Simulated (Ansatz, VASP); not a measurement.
O in VASP and in Ansatz

```
O
1.0
     0.00000    1.56327    3.55763
     1.55317    0.00000    3.55763
     1.55317    1.56327    0.00000
O
2
Direct
  0.08085 0.08085 0.91915
  0.91915 0.91915 0.08085
```

Change from the starting cell: volume 8.638 Å^3 an atom, stretch along c over the lengths across it, relative to the relaxed cell 1.0000.

Alike in both runs: task single point; functional LDA; k mesh 22 × 22 × 22; occupations gaussian, width 0.15 eV; no spin polarisation.

```csv
,VASP,Ansatz
version,VASP 6.6.1,Ansatz 0.2.0
potentials or method,"VASP PAW LDA potentials, release 64 (O), cutoff 520 eV","scalar-relativistic, plane waves, PAW"
valence electrons in the cell,12,12
```

|  | VASP | Ansatz | Ansatz less VASP |
| --- | --- | --- | --- |
| gap on the k mesh at the Fermi level (eV) | none | none | - |
| rms of the force components (eV/Å) | 3.801 | 2.179 | -1.6214 |

LDA's correlation is that of Perdew and Zunger in VASP and of Perdew and Wang (1992) in Ansatz. Atom by atom the forces differ by 1.621 eV/Å (rms over components). A gap of «none» marks a metal or a gap that the smearing closes.

Noted on VASP's run: the standard files for N, O and F lose accuracy on very short bonds; spin is off for a triplet molecule.
